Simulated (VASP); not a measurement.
# TiAl3 (e600) (I4/mmm) in VASP: single point with PBEsol

Aim: the single point of TiAl3 (e600) with PBEsol.

All numbers are computed with VASP 6.6.1; they aren't measurements. Logs are shortened: lines on timing, memory, paths and dates and some standing lists are left out, and cuts for length are marked.

### Step 1. The cell of the first run

Symmetry: I4/mmm, No. 139, tetragonal system. The conventional cell has a = 3.815 Å, b = 3.815 Å, c = 8.553 Å, α = 90.00°, β = 90.00°, γ = 90.00°. Within 3.6 Å of Ti (site symmetry 4/mmm) lie 12 Al at 2.70 to 2.87 Å. Al (site symmetry 4/mmm) has 4 Ti at 2.70 Å and 8 Al at 2.87 Å within 3.6 Å. Al (site symmetry -4m2) has 8 Al at 2.70 to 2.87 Å and 4 Ti at 2.87 Å within 3.6 Å.

### Step 2. Single point, PBEsol

The input, INCAR:

```
SYSTEM = TiAl3
PREC     = Accurate       ! precision mode
ENCUT    = 520            ! plane-wave cutoff, eV
EDIFF    = 1E-7           ! SCF threshold, eV
ISMEAR   = 0              ! smearing method
SIGMA    = 0.1            ! smearing width, eV
LREAL    = .False.        ! projectors in reciprocal space
LASPH    = .True.         ! aspherical terms in the spheres
NELM     = 80             ! most SCF steps
ALGO     = Fast           ! electronic algorithm
ISIF     = 2              ! what is computed and relaxed
LWAVE    = .False.        ! write WAVECAR
LCHARG   = .True.         ! write CHGCAR
GGA      = PS             ! functional
LELF     = .True.         ! ELF
LVHAR    = .True.       
NBANDS   = 18             ! bands
```

The input, KPOINTS:

```
Automatic mesh
0
Gamma
  16 16 16
  0 0 0
```

The input, POSCAR:

```
TiAl3
1.0
   -1.9076016043      1.9076016043      4.2766308029
    1.9076016043     -1.9076016043      4.2766308029
    1.9076016043      1.9076016043     -4.2766308029
Ti Al
1 3
Direct
    0.0000000000      0.0000000000      0.0000000000
    0.5000000000      0.5000000000      0.0000000000
    0.7500000000      0.2500000000      0.5000000000
    0.2500000000      0.7500000000      0.5000000000
```

Potentials or basis: VASP PAW PBE potentials, release 64 (Ti_sv, Al).

Launch:

```bash
cat potpaw_PBE.64/Ti_sv/POTCAR potpaw_PBE.64/Al/POTCAR > POTCAR
mpirun -np 1 vasp_std > vasp.out
```

OUTCAR:

```text
SYSTEM = TiAl3
   PREC = Accurate
   ENCUT = 520
   EDIFF = 1E-7
   ISMEAR = 0
   LREAL = .False.
   LASPH = .True.
   NELM = 80
   ISIF = 2
   GGA = PS

 ion  position               nearest neighbor table
   1  0.000  0.000  0.000-   2 2.70   2 2.70   2 2.70   2 2.70   4 2.87   3 2.87   4 2.87   4 2.87
                             3 2.87   3 2.87   4 2.87   3 2.87
   2  0.500  0.500  0.000-   1 2.70   1 2.70   1 2.70   1 2.70   4 2.87   3 2.87   4 2.87   3 2.87
                             4 2.87   4 2.87   3 2.87   3 2.87
   3  0.750  0.250  0.500-   4 2.70   4 2.70   4 2.70   4 2.70   2 2.87   1 2.87   2 2.87   1 2.87
                             2 2.87   2 2.87   1 2.87   1 2.87
   4  0.250  0.750  0.500-   3 2.70   3 2.70   3 2.70   3 2.70   2 2.87   1 2.87   2 2.87   2 2.87
                             1 2.87   1 2.87   2 2.87   1 2.87

  LATTYP: Found a body centered tetragonal cell.
 ALAT       =     3.8152032086
 C/A-ratio  =     2.2418888689

  Lattice vectors:

 A1 = (  -1.9076016043,   1.9076016043,   4.2766308029)
 A2 = (   1.9076016043,  -1.9076016043,   4.2766308029)
 A3 = (   1.9076016043,   1.9076016043,  -4.2766308029)

Analysis of symmetry for initial positions (statically):
=====================================================================
 Subroutine PRICEL returns:
 Original cell was already a primitive cell.

 Routine SETGRP: Setting up the symmetry group for a
 body centered tetragonal supercell.

 Subroutine GETGRP returns: Found 16 space group operations
 (whereof 16 operations were pure point group operations)
 out of a pool of 16 trial point group operations.

The static configuration has the point symmetry D_4h.

Analysis of symmetry for dynamics (positions and initial velocities):
=====================================================================
 Subroutine PRICEL returns:
 Original cell was already a primitive cell.

 Routine SETGRP: Setting up the symmetry group for a
 body centered tetragonal supercell.

 Subroutine GETGRP returns: Found 16 space group operations
 (whereof 16 operations were pure point group operations)
 out of a pool of 16 trial point group operations.

The dynamic configuration has the point symmetry D_4h.

 Subroutine INISYM returns: Found 16 space group operations
 (whereof 16 operations are pure point group operations),
 and found     1 'primitive' translations

----------------------------------------------------------------------------------------

                                     Primitive cell

  volume of cell :      62.2497

  direct lattice vectors                    reciprocal lattice vectors
    -1.907601604  1.907601604  4.276630803     0.000000000  0.262109236  0.116914464
     1.907601604 -1.907601604  4.276630803     0.262109236  0.000000000  0.116914464
     1.907601604  1.907601604 -4.276630803     0.262109236  0.262109236  0.000000000

  length of vectors
     5.056427473  5.056427473  5.056427473     0.287002167  0.287002167  0.370678437

  position of ions in fractional coordinates (direct lattice)
     0.000000000  0.000000000  0.000000000
     0.500000000  0.500000000  0.000000000
     0.750000000  0.250000000  0.500000000
     0.250000000  0.750000000  0.500000000

  ion indices of the primitive-cell ions
   primitive index   ion index
                 1           1
                 2           2
                 3           3
                 4           4

----------------------------------------------------------------------------------------

 KPOINTS: Automatic mesh

Automatic generation of k-mesh.
 Grid dimensions read from file:
 generate k-points for:   16   16   16

 Generating k-lattice:

  Cartesian coordinates                     Fractional coordinates (reciprocal lattice)
     0.000000000  0.016381827  0.007307154     0.062500000  0.000000000  0.000000000
     0.016381827  0.000000000  0.007307154     0.000000000  0.062500000  0.000000000
     0.016381827  0.016381827  0.000000000     0.000000000  0.000000000  0.062500000

  Length of vectors
     0.017937635  0.017937635  0.023167402

  Shift w.r.t. Gamma in fractional coordinates (k-lattice)
     0.000000000  0.000000000  0.000000000

 Subroutine IBZKPT returns following result:
 ===========================================

 Found    349 irreducible k-points:

 Following reciprocal coordinates:
            Coordinates               Weight
  0.000000  0.000000  0.000000      1.000000
  0.062500  0.000000 -0.000000      8.000000
  0.125000  0.000000 -0.000000      8.000000
  0.187500  0.000000 -0.000000      8.000000
  0.250000  0.000000 -0.000000      8.000000
  0.312500  0.000000 -0.000000      8.000000
[... 16 lines left out ...]
 -0.125000  0.062500  0.000000     16.000000
 -0.062500  0.062500  0.000000      4.000000
 [... further k-points ...]
   k-points           NKPTS =    349   k-points in BZ     NKDIM =    349   number of bands    NBANDS=     18
   number of dos      NEDOS =    301   number of ions     NIONS =      4
   total plane-waves  NPLWV =  64000
   dimension x,y,z NGX =    40 NGY =   40 NGZ =   40
   dimension x,y,z NGXF=    80 NGYF=   80 NGZF=   80
   ions per type =               1   3
   NGX,Y,Z   is equivalent  to a cutoff of  13.15, 13.15, 13.15 a.u.
   NGXF,Y,Z  is equivalent  to a cutoff of  26.30, 26.30, 26.30 a.u.
 SYSTEM =  TiAl3
   PREC   = accura    normal or accurate (medium, high low for compatibility)
   ISTART =      0    job   : 0-new  1-cont  2-samecut
   ICHARG =      2    charge: 1-file 2-atom 10-const
   ISPIN  =      1    spin polarized calculation?
   LNONCOLLINEAR =      F non collinear calculations
   LSORBIT =      F    spin-orbit coupling
   LASPH  =      T    aspherical Exc in radial PAW
   ENCUT  =  520.0 eV  38.22 Ry    6.18 a.u.   9.40  9.40  9.40*2*pi/ulx,y,z
   NELM   =     80;   NELMIN=  2; NELMDL= -5     # of ELM steps
   EDIFF  = 0.1E-06   stopping-criterion for ELM
   LREAL  =      F    real-space projection
   EDIFFG = 0.1E-05   stopping-criterion for IOM
   NSW    =      0    number of steps for IOM
   IBRION =     -1    ionic relax: 0-MD 1-quasi-New 2-CG
   NFREE  =      0    steps in history (QN), initial steepest desc. (CG)
   ISIF   =      2    stress and relaxation
   ISYM   =      2    0-nonsym 1-usesym 2-fastsym
   POTIM  = 0.5000    time-step for ionic-motion
   TEBEG  =    0.0;   TEEND  =   0.0 temperature during run
   PSTRESS=    0.0 pullay stress
   NELECT =      21.0000    total number of electrons
   NUPDOWN=      -1.0000    fix difference up-down
   EMIN   =  10.00;   EMAX   =-10.00  energy-range for DOS
   EFERMI =   0.00;   METHOD = LEGACY
   ISMEAR =     0;   SIGMA  =   0.10  broadening in eV -4-tet -1-fermi 0-gaus
   EFERMI_NEDOS =   21; number of points for ismear=-14 and -15
   IALGO  =     68    algorithm
   IMIX   =      4    mixing-type and parameters
     AMIX     =   0.40;   BMIX     =  1.00
     AMIX_MAG =   1.60;   BMIX_MAG =  1.00
  volume/ion in A,a.u.               =      15.56       105.02
  Fermi-wavevector in a.u.,A,eV,Ry     =   1.139643  2.153613 17.671064  1.298787
  Thomas-Fermi vector in A             =   2.276346
   LORBIT       =      0    0 simple, 1 ext, 2 COOP (PROOUT), +10 PAW based schemes
   GGA     = PS    functional components
   LHFCALC =     F    Hartree Fock is set to
   AEXX    =    0.0000 exact exchange contribution
   IVDW    =     0    specifies the selected vdW correction
   LEPSILON=     F    determine dielectric tensor
   LRPA    =     F    only Hartree local field effects (RPA)
 non-spin polarized calculation
 RMM-DIIS sequential band-by-band and
 Gauss-broadening in eV      SIGMA  =   0.10
  energy-cutoff  :      520.00
  volume of cell :       62.25
 maximum number of plane-waves:      1696
 NGX is ok and might be reduce to    40
   NGX = 19   NGY = 19   NGZ = 19

 number of electron      20.9999999 magnetization

 Free energy of the ion-electron system (eV)
  ---------------------------------------------------
  ext. energy  EPLUGINS =         0.00000000
  ---------------------------------------------------
  free energy    TOTEN  =       -22.23236872 eV

  energy without entropy =      -22.22380985  energy(sigma->0) =      -22.22808929

 E-fermi :   8.3366     XC(G=0): -10.8964

 val. band max:        8.3353901989   @ k =  -0.0625   0.1250   0.0625
 cond. band min:       8.3443023455   @ k =   0.3750   0.1875   0.0000
 fundamental gap:      0.0089121466
 Fermi energy:         8.3366245443

 k-point     1 :       0.0000    0.0000    0.0000
  band No.  band energies     occupation
      1     -47.8562      2.00000
      2     -24.2780      2.00000
      3     -24.2780      2.00000
      4     -24.1980      2.00000
      5      -1.8062      2.00000
      6       5.4594      2.00000
[... 10 lines left out ...]
     17      12.1980      0.00000
     18      12.1982      0.00000

 k-point     2 :       0.0625    0.0000   -0.0000
  band No.  band energies     occupation
      1     -47.8561      2.00000
      2     -24.2791      2.00000
      3     -24.2779      2.00000
      4     -24.1979      2.00000
      5      -1.7570      2.00000
      6       5.1946      2.00000
[... 10 lines left out ...]
     17      12.2114      0.00000
     18      12.4986      0.00000

 k-point     3 :       0.1250    0.0000   -0.0000
  band No.  band energies     occupation
      1     -47.8560      2.00000
      2     -24.2823      2.00000
      3     -24.2777      2.00000
      4     -24.1978      2.00000
      5      -1.6101      2.00000
      6       4.8586      2.00000
[... 10 lines left out ...]
     17      12.2727      0.00000
     18      13.1860      0.00000

 k-point     4 :       0.1875    0.0000   -0.0000
  band No.  band energies     occupation
      1     -47.8558      2.00000
      2     -24.2871      2.00000
      3     -24.2774      2.00000
      4     -24.1975      2.00000
      5      -1.3671      2.00000
      6       4.5017      2.00000
[... 375 lines left out ...]
      4     -24.1973      2.00000
      5      -1.3662      2.00000
      6       4.8117      2.00000
[... 10 lines left out ...]
     17      12.6013      0.00000
     18      13.9637      0.00000

 k-point    23 :      -0.1250    0.0625    0.0000
  band No.  band energies     occupation
      1     -47.8559      2.00000
      2     -24.2822      2.00000
      3     -24.2788      2.00000
      4     -24.1976      2.00000
      5      -1.5932      2.00000
      6       5.2286      2.00000
[... 10 lines left out ...]
     17      12.4519      0.00000
     18      13.2277      0.00000

 k-point    24 :      -0.0625    0.0625    0.0000
  band No.  band energies     occupation
      1     -47.8561      2.00000
      2     -24.2791      2.00000
      3     -24.2789      2.00000
      4     -24.1978      2.00000
      5      -1.7240      2.00000
      6       5.5291      2.00000
[... 10 lines left out ...]
     17      12.3443      0.00000
     18      12.5922      0.00000

 [... further k-points ...]
[... 5 lines left out ...]
  --------------------------------------------------------------------------------------
  -------------------------------------------------------------------------------------
  Total        0.0540547      0.0540547      0.0350083      0.0000000      0.0000000      0.0000000
  in kB        1.3912556      1.3912556      0.9010412      0.0000000      0.0000000      0.0000000
  external PRESSURE =       1.2278508 kB  Pullay stress =       0.0000000 kB

 VOLUME and BASIS-vectors are now :
 -----------------------------------------------------------------------------
  energy-cutoff  :      520.00
  volume of cell :       62.25
      direct lattice vectors                 reciprocal lattice vectors
    -1.907601604  1.907601604  4.276630803     0.000000000  0.262109236  0.116914464
     1.907601604 -1.907601604  4.276630803     0.262109236  0.000000000  0.116914464
     1.907601604  1.907601604 -4.276630803     0.262109236  0.262109236  0.000000000

 POSITION                                       TOTAL-FORCE (eV/Angst)
 -----------------------------------------------------------------------------------
      0.00000      0.00000      0.00000        -0.000000     -0.000000      0.000000
      0.00000      0.00000      4.27663        -0.000000     -0.000000      0.000000
      0.00000      1.90760      2.13832        -0.000000     -0.000000     -0.000000
      1.90760      0.00000      2.13832         0.000000      0.000000      0.000000
 -----------------------------------------------------------------------------------
    total drift:                               -0.000000     -0.000000      0.000000

  FREE ENERGIE OF THE ION-ELECTRON SYSTEM (eV)
  ---------------------------------------------------
  free  energy   TOTEN  =       -22.2323687218 eV

  energy  without entropy=      -22.2238098484  energy(sigma->0) =      -22.22808929
```

It took 29 min on 1 thread of Intel Xeon Platinum 8375C at 2.90GHz (Ice Lake), shared host; peak memory 0.53 GiB.

Results:

* Free energy: -22.2324 eV
* Pressure: 0.1 GPa

Caveat: the PAW data sets were made with another functional, which shifts forces and pressure a little.
